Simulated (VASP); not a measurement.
# Cd2S (P3m1) in VASP: vibrations by perturbation theory with PBE

Aim: the vibrations by perturbation theory of Cd2S with PBE.

Everything below comes from runs of VASP 6.6.1. Logs are shortened: lines on timing, memory, paths and dates and some standing lists are left out, and cuts for length are marked.

**1. The cell of the first run**

Symmetry: P3m1, No. 156, trigonal system. Conventional cell: a = 3.963 Å, b = 3.963 Å, c = 5.809 Å, α = 90.00°, β = 90.00°, γ = 120.00°. Within 3.3 Å of Cd (site symmetry 3m) lie 2 S at 2.52 to 3.29 Å and 3 Cd at 3.08 Å. Within 3.4 Å of Cd (site symmetry 3m) lie 3 S at 2.60 Å and 3 Cd at 3.08 Å. S (site symmetry 3m) has 5 Cd at 2.52 to 3.29 Å within 3.3 Å.

**2. Vibrations by perturbation theory, PBE**

File INCAR:

```
PREC = Accurate
ENCUT = 520
EDIFF = 1E-8
ISMEAR = -1
SIGMA = 0.05
LREAL = False
LASPH = True
NELM = 100
ALGO = Normal
ISIF = 2
LWAVE = False
LCHARG = False
GGA = PE
IBRION = 8
NSW = 1
```

File KPOINTS:

```
regular mesh
0
Gamma
  8 8 5
```

File POSCAR:

```
Cd2S
1.0
    3.9626700490      0.0000000000      0.0000000000
   -1.9813350245      3.4317729293      0.0000000000
    0.0000000000      0.0000000000      5.8091920000
Cd S
2 1
Direct
    0.3333333333      0.6666666667      0.9327170000
    0.6666666667      0.3333333333      0.5787350000
    0.3333333333      0.6666666667      0.3657050000
```

Potentials or basis: VASP PAW PBE potentials, release 64 (Cd, S).

The run is started by

```
cat potpaw_PBE.64/Cd/POTCAR potpaw_PBE.64/S/POTCAR > POTCAR
mpirun -np 1 vasp_std > vasp.out
```

OUTCAR:

```text
PREC = Accurate
   ENCUT = 520
   EDIFF = 1E-8
   ISMEAR = -1
   LREAL = False
   LASPH = True
   NELM = 100
   ISIF = 2
   GGA = PE
   IBRION = 8
   NSW = 1

 ion  position               nearest neighbor table
   1  0.333  0.667  0.933-   3 2.52   2 3.08   2 3.08   2 3.08
   2  0.667  0.333  0.579-   3 2.60   3 2.60   3 2.60   1 3.08   1 3.08   1 3.08
   3  0.333  0.667  0.366-   1 2.52   2 2.60   2 2.60   2 2.60

  LATTYP: Found a hexagonal cell.
 ALAT       =     3.9626700490
 C/A-ratio  =     1.4659792332

  Lattice vectors:

 A1 = (   3.9626700490,   0.0000000000,   0.0000000000)
 A2 = (  -1.9813350245,   3.4317729293,   0.0000000000)
 A3 = (   0.0000000000,   0.0000000000,   5.8091920000)

Analysis of symmetry for initial positions (statically):
=====================================================================
 Subroutine PRICEL returns:
 Original cell was already a primitive cell.

 Routine SETGRP: Setting up the symmetry group for a
 hexagonal supercell.

 Subroutine GETGRP returns: Found  6 space group operations
 (whereof  6 operations were pure point group operations)
 out of a pool of 24 trial point group operations.

The static configuration has the point symmetry C_3v.

Analysis of symmetry for dynamics (positions and initial velocities):
=====================================================================
 Subroutine PRICEL returns:
 Original cell was already a primitive cell.

 Routine SETGRP: Setting up the symmetry group for a
 hexagonal supercell.

 Subroutine GETGRP returns: Found  6 space group operations
 (whereof  6 operations were pure point group operations)
 out of a pool of 24 trial point group operations.

The dynamic configuration has the point symmetry C_3v.

 Subroutine INISYM returns: Found  6 space group operations
 (whereof  6 operations are pure point group operations),
 and found     1 'primitive' translations

[... 703 lines left out ...]
 -----------------------------------------------------------------------------------
     -0.00000      2.28785      5.41833         0.000000     -0.000000      0.023398
      1.98134      1.14392      3.36198        -0.000000      0.000000     -0.053120
     -0.00000      2.28785      2.12445         0.000000     -0.000000      0.029722
 -----------------------------------------------------------------------------------
    total drift:                                0.000000     -0.000000     -0.000509

  FREE ENERGIE OF THE ION-ELECTRON SYSTEM (eV)
  ---------------------------------------------------
  free  energy   TOTEN  =        -6.2405547522 eV

  energy  without entropy=       -6.2389429980  energy(sigma->0) =       -6.23974888

[... ionic steps 2 to 9 ...]

--------------------------------------- Ionic step       10  -------------------------------------------

------------------------ aborting loop because EDIFF is reached ----------------------------------------

[... ionic steps 11 to 11 ...]

--------------------------------------- Ionic step       12  -------------------------------------------

 Free energy of the ion-electron system (eV)
  ---------------------------------------------------
  ---------------------------------------------------
  free energy    TOTEN  =        -0.12007685 eV

  energy without entropy =       -0.12007676

------------------------ aborting loop because EDIFF is reached ----------------------------------------

 INTERNAL STRAIN TENSOR  FOR ION    3  DIRECTION 3   (eV/Angst):
 -----------------------------------------------------------------------------
     4.50230  0.00000  0.00000
     0.00000  4.50230  0.00000
     0.00000 -0.00000 -3.89174

 INTERNAL STRAIN TENSOR FOR ION    3 for displacements in x,y,z  (eV/Angst):
          X           Y           Z          XY          YZ          ZX
  --------------------------------------------------------------------------------
  x     0.00000     0.00000     0.00000    -4.48304     0.00000     2.77146
  y    -4.48304     4.48304     0.00000    -0.00000     2.49020     0.00000
  z     4.50230     4.50230    -3.89174     0.00000     0.00000     0.00000

 SECOND DERIVATIVES (NOT SYMMETRIZED)
 ------------------------------------
               1X          1Y          1Z          2X          2Y          2Z          3X          3Y          3Z
  1X    -0.003229    0.000000    0.000000    0.179999    0.000000    0.000000   -0.176770    0.000000    0.000000
  1Y     0.000000   -0.003229    0.000000    0.000000    0.179999    0.000000   -0.000000   -0.176770   -0.000000
  1Z     0.000000    0.000000   -6.461743    0.000000   -0.000000    2.138019   -0.000000    0.000000    4.323724
  2X     0.180250    0.000000    0.000000   -3.835988    0.000000    0.000000    3.655739    0.000000    0.000000
  2Y     0.000000    0.180250    0.000000    0.000000   -3.835988    0.000000    0.000000    3.655739    0.000000
  2Z     0.000000   -0.000000    2.141402    0.000000    0.000000   -4.821857    0.000000    0.000000    2.680456
  3X    -0.168077    0.000000    0.000000    3.663312    0.000000    0.000000   -3.495235    0.000000    0.000000
  3Y     0.000000   -0.168077    0.000000    0.000000    3.663312    0.000000    0.000000   -3.495235   -0.000000
  3Z     0.000000    0.000000    4.296049   -0.000000   -0.000000    2.648987    0.000000    0.000000   -6.945036

 Eigenvectors and eigenvalues of the dynamical matrix
 ----------------------------------------------------

   1 f  =    7.818373 THz    49.124287 2PiTHz  260.792853 cm-1    32.334178 meV
             X         Y         Z           dx          dy          dz
     -0.000000  2.287849  5.418332    -0.000000   -0.000000   -0.329520
      1.981335  1.143924  3.361983     0.000000    0.000000   -0.168705
     -0.000000  2.287849  2.124451    -0.000000   -0.000000    0.928954
[... 43 lines left out ...]
   9 f/i=    0.107166 THz     0.673346 2PiTHz    3.574686 cm-1     0.443204 meV
             X         Y         Z           dx          dy          dz
     -0.000000  2.287849  5.418332    -0.011996   -0.998625   -0.000000
      1.981335  1.143924  3.361983     0.000343    0.028587   -0.000000
     -0.000000  2.287849  2.124451     0.000508    0.042279   -0.000000

--------------------------------------------------------------------------------------------------------

 ELASTIC MODULI CONTR FROM IONIC RELAXATION (kBar)
 Direction    XX          YY          ZZ          XY          YZ          ZX
 --------------------------------------------------------------------------------
 XX       -1086.8412    953.1381      6.4092     -0.0000  -1162.1937      0.0000
 YY         953.1381  -1086.8412      6.4092      0.0000   1162.1937     -0.0000
 ZZ           6.4092      6.4092   -286.9452     -0.0000     -0.0000      0.0000
 XY          -0.0000      0.0000     -0.0000  -1019.9896     -0.0000     92.1228
 YZ       -1162.1937   1162.1937     -0.0000     -0.0000  -1698.6717      0.0000
 ZX           0.0000     -0.0000      0.0000     92.1228      0.0000    -45.9080
 --------------------------------------------------------------------------------
```

OSZICAR:

```text
N       E                     dE             d eps       ncg     rms          rms(c)
DAV:   1     0.207690184329E+03    0.20769E+03   -0.15189E+04  1520   0.147E+03
DAV:   2     0.327400059429E+01   -0.20442E+03   -0.19796E+03  1635   0.364E+02
DAV:   3    -0.691545986212E+01   -0.10189E+02   -0.10092E+02  1767   0.805E+01
[... 103 lines left out ...]
RMM:   8    -0.120076487900E+00   -0.17186E-05   -0.68257E-09  2473   0.549E-04    0.174E-04
RMM:   9    -0.120076670298E+00   -0.18240E-06   -0.74206E-09  2431   0.300E-04    0.752E-05
RMM:  10    -0.120076773852E+00   -0.10355E-06   -0.19774E-08  2565   0.629E-05    0.189E-05
RMM:  11    -0.120076852723E+00   -0.78871E-07   -0.42340E-08  2426   0.369E-05    0.961E-06
RMM:  12    -0.120076850834E+00    0.18888E-08   -0.20375E-08  2445   0.822E-06    0.150E-06
 Linear response finished
```

Run time: 13 min. Hardware: 1 thread of Intel Xeon Platinum 8488C (Sapphire Rapids), shared host; peak memory 0.6 GiB.

Results:

```
Highest phonon frequency at Γ, LO-TO splitting left out : 261 cm⁻¹
```

Phonon frequencies in cm⁻¹ (negative: imaginary):
```csv
q point,frequencies
"(0.000, 0.000, 0.000)",-4 -4 0 3 3 135 197 197 261
```
